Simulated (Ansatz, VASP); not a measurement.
**ScAl3P2 in VASP and in Ansatz**

```
Sc Al P
1.0
     4.88393    0.00000    0.00000
     0.00000    4.88393    0.00000
     0.00000    0.00000    5.22662
Sc Al P
1 3 2
Direct
  0.00000 0.00000 0.00000
  0.50000 0.00000 0.50000
  0.00000 0.50000 0.50000
  0.00000 0.00000 0.50000
  0.50000 0.50000 0.21023
  0.50000 0.50000 0.78977
```

Alike in both runs: functional PBE; k mesh 8 × 8 × 8; occupations gaussian, width 0.1 eV; no spin polarisation.

Ansatz relaxed the structure, and its values are those at the end. VASP's run is a single point on that final structure, the one shown.

|  | VASP | Ansatz |
| --- | --- | --- |
| version | VASP 6.6.1 | Ansatz 0.2.0 |
| potentials or method | VASP PAW PBE potentials, release 64 (Sc_sv, Al, P), cutoff 520 eV | scalar-relativistic, plane waves, PAW |
| valence electrons in the cell | 30 | 30 |

VASP gave:

* gap on the k mesh at the Fermi level (eV): none
* pressure (GPa): 0.0
* rms of the force components (eV/Å): 0.012

Question: Which values does Ansatz return?

Answer: gap on the k mesh at the Fermi level (eV): none; pressure (GPa): 0.0; rms of the force components (eV/Å): 0.002.

A gap of «none» marks a metal or a gap that the smearing closes.
